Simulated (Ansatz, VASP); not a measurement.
## One calculation of Ag, two programs

File INCAR:

```
ALGO = Normal
EDIFF = 1E-7
ENCUT = 520
GGA = RE
ISIF = 2
ISMEAR = -1
LASPH = T
LCHARG = F
LREAL = F
LWAVE = F
NBANDS = 12
NELM = 100
PREC = Accurate
SIGMA = 0.1
```

Contents of KPOINTS:

```
k-points
0
Gamma
  18 18 18
```

The input POSCAR:

```
Ag
1.0
    2.7095949298      0.0000000000      0.0000000000
    0.0000000000      2.7095949298      0.0000000000
    0.0000000000      0.0000000000      2.7095949298
Ag
1
Direct
    0.0000000000      0.0000000000      0.0000000000
```

Input for Ansatz:

```yaml
crystal:
  lattice:
    - [2.7095949298, 0.0, 0.0]
    - [0.0, 2.7095949298, 0.0]
    - [0.0, 0.0, 2.7095949298]
  atoms:
    - { symbol: Ag, position: [0.0, 0.0, 0.0] }
hamiltonian:
  xc: revpbe
  pseudopotentials:
    kind: paw
    azcp:
      Ag: "pseudopotentials/Ag.paw.azcp"
basis:
  ecutwfc: 420
  fft_grid_basis: typed
kpoints:
  mp_grid: { grid: [18, 18, 18], shift: [0, 0, 0] }
magnetization:
  spin_polarized: false
scf:
  occupations: { method: fermi_dirac, width: 0.1 }
output:
  stress: true
```

Alike in both runs: task single point; functional revPBE; k mesh 18 × 18 × 18; occupations fermi-dirac, width 0.1 eV; no spin polarisation.

|  | VASP | Ansatz |
| --- | --- | --- |
| version | VASP 6.6.1 | Ansatz 0.2.0 |
| potentials or method | VASP PAW PBE potentials, release 64 (Ag), cutoff 520 eV | plane waves (420 eV) with PAW, scalar-relativistic |
| valence electrons in the cell | 11 | 19 |

VASP gave:

- pressure (GPa): 5.8

Problem. Which values does Ansatz return?

Solution. Pressure (GPa): 5.9.

VASP's potentials were made for PBE, not for revPBE. VASP's potentials hold 11 valence electrons a cell and Ansatz's 19, so a difference there can come from the potentials and not from the codes.
